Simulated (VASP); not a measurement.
# HfSiO4 (I4_1/amd) in VASP: notebook

The runs below take HfSiO4 through single point, with PBE.

Everything below comes from runs of VASP 6.6.1. Logs are shortened: lines on timing, memory, paths and dates and some standing lists are left out, and cuts for length are marked.

**1. The cell of the first run**

The structure is tetragonal, space group I4_1/amd (No. 141). The conventional cell has a = 6.516 Å, b = 6.516 Å, c = 5.912 Å, α = 90.00°, β = 90.00°, γ = 90.00°. Hf (site symmetry -4m2) has 8 O at 2.09 to 2.25 Å within 2.8 Å. Within 2.1 Å of Si (site symmetry -4m2) lie 4 O at 1.61 Å. O (site symmetry m) has 1 Si at 1.61 Å and 1 Hf at 2.09 Å within 2.1 Å.

**2. Single point, PBE (strain -1.0%)**

Contents of INCAR:

```
PREC = Accurate ; ENCUT = 520
EDIFF = 1E-6 ; ISMEAR = -1
SIGMA = 0.02 ; LREAL = False
LASPH = True ; NELM = 100
ALGO = Normal ; ISIF = 2
LWAVE = False ; LCHARG = False
GGA = PE ; NBANDS = 50
```

Contents of KPOINTS:

```
regular mesh
0
Gamma
  6 6 6
```

Contents of POSCAR:

```
HfSiO4
1.0
   -3.2579149212      3.2579149212      2.9559112561
    3.2579149212     -3.2579149212      2.9559112561
    3.2579149212      3.2579149212     -2.9559112561
Hf Si O
2 2 8
Direct
    0.0000000000      0.0000000000      0.0000000000
    0.7500000000      0.2500000000      0.5000000000
    0.2500000000      0.7500000000      0.5000000000
    0.5000000000      0.5000000000      0.0000000000
    0.1344881904      0.3200709985      0.8144171919
    0.0700709985      0.7556538066      0.6855828081
    0.0700709985      0.3844881904      0.3144171919
    0.5056538066      0.3200709985      0.1855828081
    0.6799290015      0.4943461934      0.8144171919
    0.6155118096      0.9299290015      0.6855828081
    0.2443461934      0.9299290015      0.3144171919
    0.6799290015      0.8655118096      0.1855828081
```

Potentials or basis: VASP PAW PBE potentials, release 64 (Hf_pv, Si, O).

On the command line:

```console
cat potpaw_PBE.64/Hf_pv/POTCAR potpaw_PBE.64/Si/POTCAR potpaw_PBE.64/O/POTCAR > POTCAR
mpirun -np 1 vasp_std > vasp.out
```

OUTCAR:

```text
PREC = Accurate
   ENCUT = 520
   EDIFF = 1E-6
   ISMEAR = -1
   LREAL = False
   LASPH = True
   NELM = 100
   ISIF = 2
   GGA = PE

 ion  position               nearest neighbor table
   1  0.000  0.000  0.000-   6 2.09   7 2.09  10 2.09  11 2.09   8 2.25   5 2.25  12 2.25   9 2.25
                             4 2.96   4 2.96   2 3.58   2 3.58   2 3.58   2 3.58
   2  0.750  0.250  0.500-   5 2.09   8 2.09   9 2.09  12 2.09   7 2.25  10 2.25   6 2.25  11 2.25
                             3 2.96   3 2.96   1 3.58   1 3.58   1 3.58   1 3.58
   3  0.250  0.750  0.500-   6 1.61   7 1.61  10 1.61  11 1.61   2 2.96   2 2.96
   4  0.500  0.500  0.000-   5 1.61   8 1.61   9 1.61  12 1.61   1 2.96   1 2.96
   5  0.134  0.320  0.814-   4 1.61   2 2.09   1 2.25
   6  0.070  0.756  0.686-   3 1.61   1 2.09   2 2.25
   7  0.070  0.384  0.314-   3 1.61   1 2.09   2 2.25
   8  0.506  0.320  0.186-   4 1.61   2 2.09   1 2.25
   9  0.680  0.494  0.814-   4 1.61   2 2.09   1 2.25
  10  0.616  0.930  0.686-   3 1.61   1 2.09   2 2.25
  11  0.244  0.930  0.314-   3 1.61   1 2.09   2 2.25
  12  0.680  0.866  0.186-   4 1.61   2 2.09   1 2.25

  LATTYP: Found a body centered tetragonal cell.
 ALAT       =     6.5158298424
 C/A-ratio  =     0.9073015495

  Lattice vectors:

 A1 = (  -3.2579149212,   3.2579149212,   2.9559112561)
 A2 = (   3.2579149212,  -3.2579149212,   2.9559112561)
 A3 = (   3.2579149212,   3.2579149212,  -2.9559112561)

Analysis of symmetry for initial positions (statically):
=====================================================================
 Subroutine PRICEL returns:
 Original cell was already a primitive cell.

 Routine SETGRP: Setting up the symmetry group for a
 body centered tetragonal supercell.

 Subroutine GETGRP returns: Found 16 space group operations
 (whereof  8 operations were pure point group operations)
 out of a pool of 16 trial point group operations.

The static configuration has the point symmetry D_2d.
 The point group associated with its full space group is D_4h.

Analysis of symmetry for dynamics (positions and initial velocities):
=====================================================================
 Subroutine PRICEL returns:
 Original cell was already a primitive cell.

 Routine SETGRP: Setting up the symmetry group for a
 body centered tetragonal supercell.

 Subroutine GETGRP returns: Found 16 space group operations
 (whereof  8 operations were pure point group operations)
 out of a pool of 16 trial point group operations.

The dynamic configuration has the point symmetry D_2d.
 The point group associated with its full space group is D_4h.

 Subroutine INISYM returns: Found 16 space group operations
 (whereof  8 operations are pure point group operations),
 and found     1 'primitive' translations

----------------------------------------------------------------------------------------

                                     Primitive cell

  volume of cell :     125.4963

  direct lattice vectors                    reciprocal lattice vectors
    -3.257914921  3.257914921  2.955911256     0.000000000  0.153472393  0.169152575
     3.257914921 -3.257914921  2.955911256     0.153472393  0.000000000  0.169152575
     3.257914921  3.257914921 -2.955911256     0.153472393  0.153472393  0.000000000

  length of vectors
     5.474068927  5.474068927  5.474068927     0.228399582  0.228399582  0.217042740

  position of ions in fractional coordinates (direct lattice)
     0.000000000  0.000000000  0.000000000
     0.750000000  0.250000000  0.500000000
     0.250000000  0.750000000  0.500000000
     0.500000000  0.500000000  0.000000000
     0.134488190  0.320070999  0.814417192
     0.070070999  0.755653807  0.685582808
     0.070070999  0.384488190  0.314417192
     0.505653807  0.320070999  0.185582808
     0.679929001  0.494346193  0.814417192
     0.615511810  0.929929001  0.685582808
     0.244346193  0.929929001  0.314417192
     0.679929001  0.865511810  0.185582808

  ion indices of the primitive-cell ions
   primitive index   ion index
                 1           1
                 2           2
                 3           3
                 4           4
                 5           5
                 6           6
                 7           7
                 8           8
                 9           9
                10          10
                11          11
                12          12

----------------------------------------------------------------------------------------

 KPOINTS: regular mesh

Automatic generation of k-mesh.
 Grid dimensions read from file:
 generate k-points for:    6    6    6

 Generating k-lattice:

  Cartesian coordinates                     Fractional coordinates (reciprocal lattice)
     0.000000000  0.025578732  0.028192096     0.166666667  0.000000000  0.000000000
     0.025578732  0.000000000  0.028192096     0.000000000  0.166666667  0.000000000
     0.025578732  0.025578732  0.000000000     0.000000000  0.000000000  0.166666667

  Length of vectors
     0.038066597  0.038066597  0.036173790

  Shift w.r.t. Gamma in fractional coordinates (k-lattice)
     0.000000000  0.000000000  0.000000000

 Subroutine IBZKPT returns following result:
 ===========================================

 Found     30 irreducible k-points:

 Following reciprocal coordinates:
            Coordinates               Weight
  0.000000  0.000000  0.000000      1.000000
  0.166667 -0.000000  0.000000      8.000000
  0.333333 -0.000000  0.000000      8.000000
  0.500000 -0.000000  0.000000      4.000000
  0.166667  0.166667  0.000000      8.000000
  0.333333  0.166667  0.000000     16.000000
[... 16 lines left out ...]
 -0.333333 -0.333333  0.166667      8.000000
 -0.166667 -0.333333  0.166667      8.000000
 [... further k-points ...]
   k-points           NKPTS =     30   k-points in BZ     NKDIM =     30   number of bands    NBANDS=     50
   number of dos      NEDOS =    301   number of ions     NIONS =     12
   total plane-waves  NPLWV =  74088
   dimension x,y,z NGX =    42 NGY =   42 NGZ =   42
   dimension x,y,z NGXF=    84 NGYF=   84 NGZF=   84
   ions per type =               2   2   8
   NGX,Y,Z   is equivalent  to a cutoff of  12.76, 12.76, 12.76 a.u.
   NGXF,Y,Z  is equivalent  to a cutoff of  25.51, 25.51, 25.51 a.u.
 SYSTEM =  unknown system
   PREC   = accura    normal or accurate (medium, high low for compatibility)
   ISTART =      0    job   : 0-new  1-cont  2-samecut
   ICHARG =      2    charge: 1-file 2-atom 10-const
   ISPIN  =      1    spin polarized calculation?
   LNONCOLLINEAR =      F non collinear calculations
   LSORBIT =      F    spin-orbit coupling
   LASPH  =      T    aspherical Exc in radial PAW
   ENCUT  =  520.0 eV  38.22 Ry    6.18 a.u.  10.18 10.18 10.18*2*pi/ulx,y,z
   NELM   =    100;   NELMIN=  2; NELMDL= -5     # of ELM steps
   EDIFF  = 0.1E-05   stopping-criterion for ELM
   LREAL  =      F    real-space projection
   EDIFFG = 0.1E-04   stopping-criterion for IOM
   NSW    =      0    number of steps for IOM
   IBRION =     -1    ionic relax: 0-MD 1-quasi-New 2-CG
   NFREE  =      0    steps in history (QN), initial steepest desc. (CG)
   ISIF   =      2    stress and relaxation
   ISYM   =      2    0-nonsym 1-usesym 2-fastsym
   POTIM  = 0.5000    time-step for ionic-motion
   TEBEG  =    0.0;   TEEND  =   0.0 temperature during run
   PSTRESS=    0.0 pullay stress
   NELECT =      76.0000    total number of electrons
   NUPDOWN=      -1.0000    fix difference up-down
   EMIN   =  10.00;   EMAX   =-10.00  energy-range for DOS
   EFERMI =   0.00;   METHOD = LEGACY
   ISMEAR =    -1;   SIGMA  =   0.02  broadening in eV -4-tet -1-fermi 0-gaus
   EFERMI_NEDOS =   21; number of points for ismear=-14 and -15
   IALGO  =     38    algorithm
   IMIX   =      4    mixing-type and parameters
     AMIX     =   0.40;   BMIX     =  1.00
     AMIX_MAG =   1.60;   BMIX_MAG =  1.00
  volume/ion in A,a.u.               =      10.46        70.57
  Fermi-wavevector in a.u.,A,eV,Ry     =   1.385062  2.617387 26.101356  1.918396
  Thomas-Fermi vector in A             =   2.509507
   LORBIT       =      0    0 simple, 1 ext, 2 COOP (PROOUT), +10 PAW based schemes
   GGA     = PE    functional components
   LHFCALC =     F    Hartree Fock is set to
   AEXX    =    0.0000 exact exchange contribution
   IVDW    =     0    specifies the selected vdW correction
   LEPSILON=     F    determine dielectric tensor
   LRPA    =     F    only Hartree local field effects (RPA)
 non-spin polarized calculation
  energy-cutoff  :      520.00
  volume of cell :      125.50
 maximum number of plane-waves:      3396
 NGX is ok and might be reduce to    42
   NGX = 21   NGY = 21   NGZ = 21

 number of electron      75.9999983 magnetization

 Free energy of the ion-electron system (eV)
  ---------------------------------------------------
  ext. energy  EPLUGINS =         0.00000000
  ---------------------------------------------------
  free energy    TOTEN  =      -108.42459409 eV

  energy without entropy =     -108.42459409  energy(sigma->0) =     -108.42459409

 E-fermi :   3.9167     XC(G=0): -11.2277

 val. band max:        3.5330501079   @ k =   0.0000   0.0000   0.0000
 cond. band min:       9.0819267082   @ k =   0.3333   0.3333   0.1667
 fundamental gap:      5.5488766003
 Fermi energy:         3.9167456222

 k-point     1 :       0.0000    0.0000    0.0000
  band No.  band energies     occupation
      1     -25.6690      2.00000
      2     -25.6690      2.00000
      3     -25.5857      2.00000
      4     -25.5702      2.00000
      5     -25.4661      2.00000
      6     -25.4661      2.00000
[... 42 lines left out ...]
     49      13.0790      0.00000
     50      13.5771      0.00000

 k-point     2 :       0.1667   -0.0000    0.0000
  band No.  band energies     occupation
      1     -25.6709      2.00000
      2     -25.6678      2.00000
      3     -25.5823      2.00000
      4     -25.5739      2.00000
      5     -25.4705      2.00000
      6     -25.4645      2.00000
[... 1158 lines left out ...]
 k-point    24 :      -0.1667   -0.3333    0.1667
  band No.  band energies     occupation
      1     -25.6765      2.00000
      2     -25.6744      2.00000
      3     -25.5883      2.00000
      4     -25.5742      2.00000
      5     -25.4651      2.00000
      6     -25.4597      2.00000
[... 42 lines left out ...]
     49      12.6935      0.00000
     50      13.4133      0.00000

 [... further k-points ...]
[... 5 lines left out ...]
  --------------------------------------------------------------------------------------
  -------------------------------------------------------------------------------------
  Total        9.0945798      9.0945798     10.8752439      0.0000000      0.0000000      0.0000000
  in kB      116.1080584    116.1080584    138.8413182      0.0000000      0.0000000      0.0000000
  external PRESSURE =     123.6858116 kB  Pullay stress =       0.0000000 kB

 VOLUME and BASIS-vectors are now :
 -----------------------------------------------------------------------------
  energy-cutoff  :      520.00
  volume of cell :      125.50
      direct lattice vectors                 reciprocal lattice vectors
    -3.257914921  3.257914921  2.955911256     0.000000000  0.153472393  0.169152575
     3.257914921 -3.257914921  2.955911256     0.153472393  0.000000000  0.169152575
     3.257914921  3.257914921 -2.955911256     0.153472393  0.153472393  0.000000000

 POSITION                                       TOTAL-FORCE (eV/Angst)
 -----------------------------------------------------------------------------------
      0.00000      0.00000      0.00000        -0.000000     -0.000000      0.000000
     -0.00000      3.25791      1.47796        -0.000000     -0.000000      0.000000
      3.25791     -0.00000      1.47796        -0.000000     -0.000000      0.000000
      0.00000      0.00000      2.95591        -0.000000     -0.000000      0.000000
      3.25791      2.04869     -1.06371        -0.000000     -0.365824     -0.322578
      4.46714      0.00000      0.41425         0.365824     -0.000000     -0.322578
      2.04869      0.00000      0.41425        -0.365824     -0.000000     -0.322578
      0.00000      1.20923      1.89220        -0.000000      0.365824     -0.322578
      2.04869      3.25791      1.06371        -0.365824     -0.000000      0.322578
      3.25791      1.20923      2.54166        -0.000000      0.365824      0.322578
      3.25791     -1.20923      2.54166        -0.000000     -0.365824      0.322578
      1.20923      0.00000      4.01962         0.365824     -0.000000      0.322578
 -----------------------------------------------------------------------------------
    total drift:                               -0.000000     -0.000000      0.000000

  FREE ENERGIE OF THE ION-ELECTRON SYSTEM (eV)
  ---------------------------------------------------
  free  energy   TOTEN  =      -108.4245940925 eV

  energy  without entropy=     -108.4245940925  energy(sigma->0) =     -108.42459409
```

Run time: 5.8 min. Hardware: 1 thread of Intel Xeon 8259CL, shared host; peak memory 0.35 GiB.

Results:

```
Free energy            : -108.4246 eV
Pressure               : 12.4 GPa
Largest force          : 0.488 eV/Å
Band gap on the k mesh : 5.55 eV (least direct gap 5.93 eV)
```

Forces on the atoms (eV/Å):
```
Hf   0.000  0.000  0.000
Hf   0.000  0.000  0.000
Si   0.000  0.000  0.000
Si   0.000  0.000  0.000
O    0.000 -0.366 -0.323
O    0.366  0.000 -0.323
O   -0.366  0.000 -0.323
O    0.000  0.366 -0.323
O   -0.366  0.000  0.323
O    0.000  0.366  0.323
O    0.000 -0.366  0.323
O    0.366  0.000  0.323
```

Stress tensor (GPa, compression positive):
```
11.61  0.00  0.00
 0.00 11.61  0.00
 0.00  0.00 13.88
```

Levels at points of the mesh, in eV from the valence-band top:
| k point | band 34 | band 35 | band 36 | band 37 | band 38 | band 39 | band 40 | band 41 | band 42 | band 43 |
| --- | --- | --- | --- | --- | --- | --- | --- | --- | --- | --- |
| (0.00, 0.00, 0.00) | -0.66 | -0.59 | -0.58 | -0.58 | 0.00 | 5.96 | 6.24 | 6.42 | 6.42 | 6.45 |
| (0.50, 0.00, 0.00) | -1.18 | -0.95 | -0.87 | -0.28 | -0.18 | 5.83 | 5.99 | 6.75 | 6.95 | 7.06 |
| (0.50, 0.50, 0.00) | -1.01 | -0.96 | -0.96 | -0.63 | -0.63 | 5.55 | 5.55 | 6.69 | 6.69 | 6.73 |
| (0.50, 0.50, 0.50) | -1.41 | -1.14 | -1.14 | -0.88 | -0.88 | 6.46 | 6.46 | 6.84 | 6.84 | 6.97 |

Caveat: the cell differs from its parent crystal (strain -1.0%); the cell stands under pressure; spin-orbit coupling is left out, which moves the levels of the heavy elements.

(Continued in part 2 of 2.)
